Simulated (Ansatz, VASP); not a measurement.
One calculation of Na2Nb2O, two programs

```
Na Nb O
1.0
    -2.05822    2.05822    4.79212
     2.05822   -2.05822    4.79212
     2.05822    2.05822   -4.79212
Na Nb O
2 2 1
Direct
  0.37100 0.37100 0.00000
  0.62900 0.62900 0.00000
  0.75000 0.25000 0.50000
  0.25000 0.75000 0.50000
  0.00000 0.00000 0.00000
```

Change from the starting cell: species swapped into the YGe2Ru2 type (I4/mmm, No. 139).

Alike in both runs: task relaxation of cell and atoms; functional PBE; k mesh 6 × 6 × 6; occupations gaussian, width 0.1 eV; no spin polarisation.

|  | VASP | Ansatz |
| --- | --- | --- |
| version | VASP 6.6.1 | Ansatz 0.2.0 |
| potentials or method | VASP PAW PBE potentials, release 64 (Na_pv, Nb_sv, O), cutoff 600 eV | scalar-relativistic, plane waves, PAW |
| valence electrons in the cell | 46 | 50 |

|  | VASP | Ansatz | Ansatz less VASP |
| --- | --- | --- | --- |
| gap on the k mesh at the Fermi level, each at its own relaxed structure (eV) | none | none | - |
| relaxed volume (Å³/atom) | 19.35 | 22.53 | +3.177 |
| relaxed cell length with the largest relative difference (Å) | 8.039 | 9.397 | +1.3580 |

A gap of «none» marks a metal or a gap that the smearing closes. One of these differences is far larger than is usual between the two programs; its cause wasn't traced. VASP's potentials hold 46 valence electrons a cell and Ansatz's 50, so a difference there can come from the potentials and not from the codes.

Noted on VASP's run: the volume moved by over 15 % at a fixed basis, so the end points are rough.
